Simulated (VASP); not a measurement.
Write the native input for VASP 6.6.1 that does the following.

```
Task                   : single point
Functional             : PBEsol
Potentials or basis    : VASP PAW PBE potentials, release 64 (Ga_d)
Cutoff                 : 400 eV
k mesh                 : 8 × 8 × 7
Occupations            : fermi-dirac, width 0.05 eV
Spin                   : no spin polarisation
Dipole correction      : no
Further INCAR settings : ALGO = Normal; EDIFF = 1e-06; NBANDS = 20
```

The structure of Ga lies in POSCAR:

```
Ga
1.0
    1.4500000000     -4.0650000000      0.0000000000
    1.4500000000      4.0650000000      0.0000000000
    0.0000000000      0.0000000000      3.1700000000
Ga
2
Direct
    0.8637138991      0.1362861009      0.4166567823
    0.1362861009      0.8637138991      0.7500100946
```

The input as run:

INCAR

```
ALGO = Normal
EDIFF = 1E-6
ENCUT = 400
GGA = PS
GGA_COMPAT = F
ISIF = 2
ISMEAR = -1
LASPH = T
LCHARG = F
LREAL = F
LWAVE = F
NBANDS = 20
NELM = 120
PREC = Accurate
SIGMA = 0.05
```

KPOINTS

```
k-points
0
Gamma
  8 8 7
```

Potentials or basis: VASP PAW PBE potentials, release 64 (Ga_d).

The run is started by

```bash
$ cat potpaw_PBE.64/Ga_d/POTCAR > POTCAR
$ mpirun -np 1 vasp_std > vasp.out
```

Results of the run:

```json
{"Pressure": "1.0 GPa", "Largest force": "0.563 eV/Å", "Band gap on the k mesh": "zero (band 13 reaches 10.29 eV, above the bottom of band 14 at 2.78 eV)"}
```

Caveat: the PAW data sets were made with another functional, which shifts forces and pressure a little.

Run time: 27 s on 1 thread of Intel(R) Xeon(R) 6975P-C (Granite Rapids), with other jobs on the host, peak memory 0.18 GiB.
